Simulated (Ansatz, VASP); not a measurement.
BP in VASP and in Ansatz

Contents of POSCAR:

```
BP
1.0
    0.0000000000      2.2683156724      2.2683156724
    2.2683156724      0.0000000000      2.2683156724
    2.2683156724      2.2683156724      0.0000000000
B P
1 1
Direct
    0.0000000000      0.0000000000      0.0000000000
    0.2500000000      0.2500000000      0.2500000000
```

Contents of INCAR.step1:

```
SYSTEM = BP
ALGO = Normal ; EDIFF = 1E-5
ENCUT = 520 ; GGA = PE
ISIF = 2 ; ISMEAR = 0
LASPH = .TRUE. ; LCHARG = .FALSE.
LREAL = .FALSE. ; LWAVE = .TRUE.
NBANDS = 11 ; NELM = 100
PREC = Accurate ; SIGMA = 0.01
```

Contents of INCAR.step2:

```
SYSTEM = BP
AEXX = 0.05 ; ALGO = Normal
EDIFF = 1E-7 ; ENCUT = 520
GGA = PE ; HFSCREEN = 0.3
ISIF = 2 ; ISMEAR = 0
ISTART = 1 ; LASPH = .TRUE.
LCHARG = .FALSE. ; LHFCALC = .TRUE.
LREAL = .FALSE. ; LWAVE = .FALSE.
NBANDS = 11 ; NELM = 100
PREC = Accurate ; PRECFOCK = Normal
SIGMA = 0.01
```

File KPOINTS:

```
k-points
0
G
  4 4 4
  0 0 0
```

Input for Ansatz:

```yaml
crystal:
  lattice:
    - [0.0, 2.2683156724, 2.2683156724]
    - [2.2683156724, 0.0, 2.2683156724]
    - [2.2683156724, 2.2683156724, 0.0]
  atoms:
    - { symbol: B, position: [0.0, 0.0, 0.0] }
    - { symbol: P, position: [0.25, 0.25, 0.25] }
kpoints:
  mp_grid: { grid: [4, 4, 4] }
hamiltonian:
  xc: { exchange: pbe, correlation: pbe, exx: { coeff: 0.05, omega: 0.3 } }
scf:
  occupations: { method: fixed }
  n_extra_bands: 4
output:
  forces: true
  stress: true
  eigenvalues: true
```

Alike in both runs: task single point; functional PBE-based screened hybrid; k mesh 4 × 4 × 4; no spin polarisation.

|  | VASP | Ansatz |
| --- | --- | --- |
| version | VASP 6.6.1 | Ansatz 0.2.0 |
| potentials or method | VASP PAW PBE potentials, release 64 (B, P) | plane waves |
| plane-wave cutoff (eV) | 520 | 420 |
| occupations | gaussian, width 0.01 eV | fixed |
| valence electrons in the cell | 8 | 8 |

|  | VASP | Ansatz | Ansatz less VASP |
| --- | --- | --- | --- |
| gap on the k mesh at the Fermi level (eV) | 1.42 | 1.43 | +0.005 |
| pressure (GPa) | 1.6 | 1.9 | +0.29 |

VASP's potentials were made for PBE, not for PBE-based screened hybrid. Ansatz's warnings: stress exchange threshold loose, stress scf threshold loose.

The k mesh is coarse, so the values compare programs but aren't converged.
